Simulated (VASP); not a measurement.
# TaS2 in VASP: a series of runs

The runs below take TaS2 through single point, with PBE, LDA.

All numbers are computed with VASP 6.6.1; they aren't measurements. Logs are shortened: lines on timing, memory, paths and dates and some standing lists are left out, and cuts for length are marked.

## (1) The cell of the first run

The cell holds a slab with vacuum, 3 atoms: a = 3.381 Å, b = 3.381 Å, c = 19.062 Å, α = 90.00°, β = 90.00°, γ = 120.00°.

## (2) Single point, PBE

The input, INCAR:

```
  ALGO = Normal
  DIPOL = 0.5 0.5 0.500
  EDIFF = 1E-6
  ENCUT = 400
  GGA = PE
  GGA_COMPAT = False
  IDIPOL = 3
  ISIF = 2
  ISMEAR = 0
  LASPH = True
  LCHARG = False
  LDIPOL = True
  LREAL = False
  LWAVE = False
  NBANDS = 18
  NELM = 120
  NELMDL = -8
  PREC = Accurate
  SIGMA = 0.05
```

The input, KPOINTS:

```
k-points
0
Gamma
  12 12 1
```

The input, POSCAR:

```
TaS2
1.0
    3.3806003760      0.0000000000      0.0000000000
   -1.6903001880      2.9276858060      0.0000000000
    0.0000000000      0.0000000000     19.0618362920
S Ta
2 1
Direct
    0.6666666667      0.3333333333      0.4196867436
    0.3333333333      0.6666666667      0.5803132564
    0.0000000000      0.0000000000      0.5000000000
```

Potentials or basis: VASP PAW PBE potentials, release 64 (S, Ta_pv).

Launch:

```bash
$ cat potpaw_PBE.64/S/POTCAR potpaw_PBE.64/Ta_pv/POTCAR > POTCAR
$ mpirun -np 1 vasp_std > vasp.out
```

OUTCAR:

```text
EDIFF = 1E-6
   ENCUT = 400
   GGA = PE
   ISIF = 2
   ISMEAR = 0
   LASPH = True
   LREAL = False
   NELM = 120
   NELMDL = -8
   PREC = Accurate

 ion  position               nearest neighbor table
   1  0.667  0.333  0.420-   3 2.48   3 2.48   3 2.48
   2  0.333  0.667  0.580-   3 2.48   3 2.48   3 2.48
   3  0.000  0.000  0.500-   1 2.48   2 2.48   1 2.48   2 2.48   1 2.48   2 2.48

  LATTYP: Found a hexagonal cell.
 ALAT       =     3.3806003760
 C/A-ratio  =     5.6385949748

  Lattice vectors:

 A1 = (   3.3806003760,   0.0000000000,   0.0000000000)
 A2 = (  -1.6903001880,   2.9276858060,   0.0000000000)
 A3 = (   0.0000000000,   0.0000000000,  19.0618362920)

Analysis of symmetry for initial positions (statically):
=====================================================================
 Subroutine PRICEL returns:
 Original cell was already a primitive cell.

 Routine SETGRP: Setting up the symmetry group for a
 hexagonal supercell.

 Subroutine GETGRP returns: Found 12 space group operations
 (whereof 12 operations were pure point group operations)
 out of a pool of 24 trial point group operations.

The static configuration has the point symmetry D_3d.

Analysis of symmetry for dynamics (positions and initial velocities):
=====================================================================
 Subroutine PRICEL returns:
 Original cell was already a primitive cell.

 Routine SETGRP: Setting up the symmetry group for a
 hexagonal supercell.

 Subroutine GETGRP returns: Found 12 space group operations
 (whereof 12 operations were pure point group operations)
 out of a pool of 24 trial point group operations.

The dynamic configuration has the point symmetry D_3d.

 Subroutine INISYM returns: Found 12 space group operations
 (whereof 12 operations are pure point group operations),
 and found     1 'primitive' translations

----------------------------------------------------------------------------------------

                                     Primitive cell

  volume of cell :     188.6614

  direct lattice vectors                    reciprocal lattice vectors
     3.380600376  0.000000000  0.000000000     0.295805445  0.170783354  0.000000000
    -1.690300188  2.927685806  0.000000000     0.000000000  0.341566707  0.000000000
     0.000000000  0.000000000 19.061836292     0.000000000  0.000000000  0.052460843

  length of vectors
     3.380600376  3.380600376 19.061836292     0.341566707  0.341566707  0.052460843

  position of ions in fractional coordinates (direct lattice)
     0.666666667  0.333333333  0.419686744
     0.333333333  0.666666667  0.580313256
     0.000000000  0.000000000  0.500000000

  ion indices of the primitive-cell ions
   primitive index   ion index
                 1           1
                 2           2
                 3           3

----------------------------------------------------------------------------------------

 KPOINTS: k-points

Automatic generation of k-mesh.
 Grid dimensions read from file:
 generate k-points for:   12   12    1

 Generating k-lattice:

  Cartesian coordinates                     Fractional coordinates (reciprocal lattice)
     0.024650454  0.014231946  0.000000000     0.083333333  0.000000000  0.000000000
     0.000000000  0.028463892  0.000000000     0.000000000  0.083333333  0.000000000
     0.000000000  0.000000000  0.052460843     0.000000000  0.000000000  1.000000000

  Length of vectors
     0.028463892  0.028463892  0.052460843

  Shift w.r.t. Gamma in fractional coordinates (k-lattice)
     0.000000000  0.000000000  0.000000000

 Subroutine IBZKPT returns following result:
 ===========================================

 Found     19 irreducible k-points:

 Following reciprocal coordinates:
            Coordinates               Weight
  0.000000  0.000000  0.000000      1.000000
  0.083333 -0.000000  0.000000      6.000000
  0.166667 -0.000000  0.000000      6.000000
  0.250000  0.000000  0.000000      6.000000
  0.333333 -0.000000  0.000000      6.000000
  0.416667 -0.000000  0.000000      6.000000
[... 11 lines left out ...]
  0.333333  0.250000  0.000000     12.000000
  0.333333  0.333333  0.000000      2.000000
   k-points           NKPTS =     19   k-points in BZ     NKDIM =     19   number of bands    NBANDS=     18
   number of dos      NEDOS =    301   number of ions     NIONS =      3
   total plane-waves  NPLWV =  72576
   dimension x,y,z NGX =    24 NGY =   24 NGZ =  126
   dimension x,y,z NGXF=    48 NGYF=   48 NGZF=  252
   ions per type =               2   1
   NGX,Y,Z   is equivalent  to a cutoff of  11.80, 11.80, 10.99 a.u.
   NGXF,Y,Z  is equivalent  to a cutoff of  23.60, 23.60, 21.98 a.u.
 SYSTEM =  unknown system
   PREC   = accura    normal or accurate (medium, high low for compatibility)
   ISTART =      0    job   : 0-new  1-cont  2-samecut
   ICHARG =      2    charge: 1-file 2-atom 10-const
   ISPIN  =      1    spin polarized calculation?
   LNONCOLLINEAR =      F non collinear calculations
   LSORBIT =      F    spin-orbit coupling
   LASPH  =      T    aspherical Exc in radial PAW
   ENCUT  =  400.0 eV  29.40 Ry    5.42 a.u.   5.51  5.51 31.09*2*pi/ulx,y,z
   NELM   =    120;   NELMIN=  2; NELMDL= -8     # of ELM steps
   EDIFF  = 0.1E-05   stopping-criterion for ELM
   LREAL  =      F    real-space projection
   EDIFFG = 0.1E-04   stopping-criterion for IOM
   NSW    =      0    number of steps for IOM
   IBRION =     -1    ionic relax: 0-MD 1-quasi-New 2-CG
   NFREE  =      0    steps in history (QN), initial steepest desc. (CG)
   ISIF   =      2    stress and relaxation
   ISYM   =      2    0-nonsym 1-usesym 2-fastsym
   POTIM  = 0.5000    time-step for ionic-motion
   TEBEG  =    0.0;   TEEND  =   0.0 temperature during run
   PSTRESS=    0.0 pullay stress
   NELECT =      23.0000    total number of electrons
   NUPDOWN=      -1.0000    fix difference up-down
   EMIN   =  10.00;   EMAX   =-10.00  energy-range for DOS
   EFERMI =   0.00;   METHOD = LEGACY
   ISMEAR =     0;   SIGMA  =   0.05  broadening in eV -4-tet -1-fermi 0-gaus
   EFERMI_NEDOS =   21; number of points for ismear=-14 and -15
   IALGO  =     38    algorithm
   IMIX   =      4    mixing-type and parameters
     AMIX     =   0.40;   BMIX     =  1.00
     AMIX_MAG =   1.60;   BMIX_MAG =  1.00
  volume/ion in A,a.u.               =      62.89       424.38
  Fermi-wavevector in a.u.,A,eV,Ry     =   0.811751  1.533988  8.965430  0.658940
  Thomas-Fermi vector in A             =   1.921168
   LORBIT       =      0    0 simple, 1 ext, 2 COOP (PROOUT), +10 PAW based schemes
   GGA     = PE    functional components
   LHFCALC =     F    Hartree Fock is set to
   AEXX    =    0.0000 exact exchange contribution
   IVDW    =     0    specifies the selected vdW correction
   LEPSILON=     F    determine dielectric tensor
   LRPA    =     F    only Hartree local field effects (RPA)
 non-spin polarized calculation
 Gauss-broadening in eV      SIGMA  =   0.05
  energy-cutoff  :      400.00
  volume of cell :      188.66
 maximum number of plane-waves:      3477
 NGX is ok and might be reduce to    24
   NGX = 11   NGY = 11   NGZ = 63

 number of electron      23.0000003 magnetization

 dipolmoment           0.000000      0.000000     -0.000000 electrons x Angstroem

 Free energy of the ion-electron system (eV)
  ---------------------------------------------------
  ext. energy  EPLUGINS =         0.00000000
  ---------------------------------------------------
  free energy    TOTEN  =       -23.15363162 eV

  energy without entropy =      -23.15100459  energy(sigma->0) =      -23.15231810

 E-fermi :  -1.7590     XC(G=0):  -3.7739

 val. band max:       -1.7773936450   @ k =   0.1667   0.0833   0.0000
 cond. band min:      -1.7104977069   @ k =   0.4167   0.1667   0.0000
 fundamental gap:      0.0668959381
 Fermi energy:        -1.7589714146

 k-point     1 :       0.0000    0.0000    0.0000
  band No.  band energies     occupation
      1     -37.1769      2.00000
      2     -37.1769      2.00000
      3     -37.1753      2.00000
      4     -16.4713      2.00000
      5     -15.0184      2.00000
      6      -7.9872      2.00000
[... 10 lines left out ...]
     17       2.5373      0.00000
     18       2.9072      0.00000

 k-point     2 :       0.0833   -0.0000    0.0000
  band No.  band energies     occupation
      1     -37.1945      2.00000
      2     -37.1809      2.00000
      3     -37.1720      2.00000
      4     -16.3707      2.00000
      5     -15.0063      2.00000
      6      -7.8668      2.00000
[... 10 lines left out ...]
     17       2.7580      0.00000
     18       3.0724      0.00000

 k-point     3 :       0.1667   -0.0000    0.0000
  band No.  band energies     occupation
      1     -37.2425      2.00000
      2     -37.1920      2.00000
      3     -37.1630      2.00000
      4     -16.0857      2.00000
      5     -14.9714      2.00000
      6      -7.5331      2.00000
[... 10 lines left out ...]
     17       3.2449      0.00000
     18       3.5100      0.00000

 k-point     4 :       0.2500    0.0000    0.0000
  band No.  band energies     occupation
      1     -37.3072      2.00000
      2     -37.2071      2.00000
      3     -37.1505      2.00000
      4     -15.6731      2.00000
      5     -14.9121      2.00000
      6      -7.1999      2.00000
[... 270 lines left out ...]
      4     -14.7487      2.00000
      5     -14.7211      2.00000
      6      -7.5203      2.00000
[... 10 lines left out ...]
     17       4.7008      0.00000
     18       5.3822      0.00000

 k-point    18 :       0.3333    0.2500    0.0000
  band No.  band energies     occupation
      1     -37.3876      2.00000
      2     -37.3138      2.00000
      3     -37.1213      2.00000
      4     -14.7102      2.00000
      5     -14.5219      2.00000
      6      -7.6483      2.00000
[... 10 lines left out ...]
     17       4.5962      0.00000
     18       5.4510      0.00000

 k-point    19 :       0.3333    0.3333    0.0000
  band No.  band energies     occupation
      1     -37.3561      2.00000
      2     -37.3561      2.00000
      3     -37.1196      2.00000
      4     -14.5744      2.00000
      5     -14.5744      2.00000
      6      -7.2065      2.00000
[... 10 lines left out ...]
     17       4.5455      0.00000
     18       6.4969      0.00000

------------------------ aborting loop because EDIFF is reached ----------------------------------------

 vacuum level on the upper side and lower side of the slab       (xc-potential included)        -0.118        -0.118

  FORCE on cell =-STRESS in cart. coord.  units (eV):
  Direction    XX          YY          ZZ          XY          YZ          ZX
  --------------------------------------------------------------------------------------
  -------------------------------------------------------------------------------------
  Total       -0.0224472     -0.0224472      0.0077266      0.0000000     -0.0000000     -0.0000000
  in kB       -0.1906296     -0.1906296      0.0656167      0.0000000     -0.0000000     -0.0000000
  external PRESSURE =      -0.1052141 kB  Pullay stress =       0.0000000 kB

 VOLUME and BASIS-vectors are now :
 -----------------------------------------------------------------------------
  energy-cutoff  :      400.00
  volume of cell :      188.66
      direct lattice vectors                 reciprocal lattice vectors
     3.380600376  0.000000000  0.000000000     0.295805445  0.170783354  0.000000000
    -1.690300188  2.927685806  0.000000000     0.000000000  0.341566707  0.000000000
     0.000000000  0.000000000 19.061836292     0.000000000  0.000000000  0.052460843

 POSITION                                       TOTAL-FORCE (eV/Angst)
 -----------------------------------------------------------------------------------
      1.69030      0.97590      8.00000         0.000000      0.000000     -0.010252
     -0.00000      1.95179     11.06184        -0.000000     -0.000000      0.010252
      0.00000      0.00000      9.53092         0.000000      0.000000      0.000000
 -----------------------------------------------------------------------------------
    total drift:                                0.000000     -0.000000      0.000000

  FREE ENERGIE OF THE ION-ELECTRON SYSTEM (eV)
  ---------------------------------------------------
  free  energy   TOTEN  =       -23.1536316153 eV

  energy  without entropy=      -23.1510045940  energy(sigma->0) =      -23.15231810

 vacuum level on the upper side and lower side of the slab         3.174         3.174
```

Wall time 2.6 min (1 thread of Intel Xeon 8259CL, shared host); peak memory 0.26 GiB.

Results:

| Item | Value |
| --- | --- |
| Free energy | -23.1536 eV |
| Largest force | 0.010 eV/Å |
| Band gap on the k mesh | zero (an odd number of electrons rules out a gap without spin polarisation) |

Forces in eV/Å, atoms in the order of the input:
```
S    0.000  0.000 -0.010
S    0.000  0.000  0.010
Ta   0.000  0.000  0.000
```

Caveat: spin-orbit coupling is left out, which moves the levels of the heavy elements.

(Continued in part 2 of 3.)
